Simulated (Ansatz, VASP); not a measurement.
# One calculation of Ge, two programs

The input INCAR:

```
SYSTEM = Ge
ALGO = Normal
EDIFF = 1E-8
ENCUT = 520
GGA = PS
ISIF = 2
ISMEAR = -1
LASPH = .True.
LCHARG = .False.
LEFG = .True.
LREAL = .False.
LWAVE = .False.
NBANDS = 21
NELM = 80
PREC = Accurate
SIGMA = 0.05
```

The input KPOINTS:

```
k-points
0
Gamma
  11 11 11
  0 0 0
```

Contents of POSCAR:

```
Ge
1.0
    0.0000000000      2.8570577000      2.8287700000
    2.8570577000      0.0000000000      2.8287700000
    2.8570577000      2.8570577000      0.0000000000
Ge
2
Direct
    0.5000000000      0.5000000000      0.5000000000
    0.7500000000      0.7500000000      0.7500000000
```

Input for Ansatz:

```yaml
crystal:
  lattice:
    - [0.0, 2.8570577, 2.82877]
    - [2.8570577, 0.0, 2.82877]
    - [2.8570577, 2.8570577, 0.0]
  atoms:
    - { symbol: Ge, position: [0.5, 0.5, 0.5] }
    - { symbol: Ge, position: [0.75, 0.75, 0.75] }
kpoints:
  mp_grid: { grid: [11, 11, 11] }
scf:
  occupations: { method: fermi_dirac, width: 0.05 }
hamiltonian:
  xc: pbesol
  pseudopotentials: { kind: paw }
output:
  forces: true
  stress: true
  eigenvalues: true
  efg: { contact_densities: true }
  write_density: true
  write_potential: true
  elf: true
  volumetric_format: npy
```

Change from the starting cell: equal xx and yy strain of +1 %, PAW files.

Alike in both runs: task electric field gradients; functional PBEsol; k mesh 11 × 11 × 11; occupations fermi-dirac, width 0.05 eV; no spin polarisation.

|  | VASP | Ansatz |
| --- | --- | --- |
| version | VASP 6.6.1 | Ansatz 0.2.0 |
| potentials or method | VASP PAW PBE potentials, release 64 (Ge_d) | PAW with Ansatz's default frozen-core files, scalar-relativistic |
| plane-wave cutoff (eV) | 520 | 420 |
| valence electrons in the cell | 28 | 28 |

VASP gave:

| Property | Result |
| --- | --- |
| pressure (GPa) | -0.7 |
| traceless stress, the component that is largest in VASP (GPa) | 0.45 |
| size of Vzz on the site where it differs most (V/Å²) | 0.6 |

Question: What did Ansatz give for the same quantities?

Answer: Pressure (GPa): -0.7; traceless stress, the component that is largest in VASP (GPa): 0.45; size of Vzz on the site where it differs most (V/Å²): 0.5.

VASP's potentials were made for PBE, not for PBEsol.
